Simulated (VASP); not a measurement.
Input of a VASP 6.6.1 run:

The input INCAR:

```
PREC = Accurate ; ENCUT = 520
EDIFF = 1E-6 ; ISMEAR = 0
SIGMA = 0.05 ; LREAL = False
LASPH = True ; NELM = 150
ALGO = Normal ; ISIF = 2
LWAVE = False ; LCHARG = False
ISPIN = 2 ; MAGMOM = 4.19 -4.19 4.19 -4.19 0 0 0 0 0 0
LORBIT = 11 ; LMAXMIX = 4
LDAU = True ; LDAUTYPE = 2
LDAUL = 2 -1 ; LDAUU = 4 0
LDAUJ = 0 0 ; LDAUPRINT = 1
GGA = PE ; NBANDS = 49
```

File KPOINTS:

```
Automatic mesh
0
Gamma
  4 4 4
```

The input POSCAR:

```
Fe2O3
1.0
    2.5520435661      1.4734230399      4.6474546278
   -2.5520435661      1.4734230399      4.6474546278
    0.0000000000     -2.9468460797      4.6474546278
Fe O
4 6
Direct
    0.3553279765      0.3553279765      0.3553279765
    0.1446720244      0.1446720244      0.1446720244
    0.6446720235      0.6446720235      0.6446720235
    0.8553279756      0.8553279756      0.8553279756
    0.5555685402      0.9444314583      0.2500000015
    0.2500000015      0.5555685402      0.9444314583
    0.9444314583      0.2500000015      0.5555685402
    0.4444314598      0.0555685417      0.7499999985
    0.7499999985      0.4444314598      0.0555685417
    0.0555685417      0.7499999985      0.4444314598
```

Potentials or basis: VASP PAW PBE potentials, release 64 (Fe, O).

Command:

```sh
$ cat potpaw_PBE.64/Fe/POTCAR potpaw_PBE.64/O/POTCAR > POTCAR
$ mpirun -np 1 vasp_std > vasp.out
```

(1) What does it give for the pressure?

(2) Estimate the net moment.

(3) Predict the largest force.

(4) Predict the band gap on the k mesh.

## Answers

(1) -3.5 GPa.

(2) 0.00 μB per cell.

(3) 0.129 eV/Å.

(4) 2.18 eV (least direct gap 2.23 eV).

Caveat: the cell stands under tension.
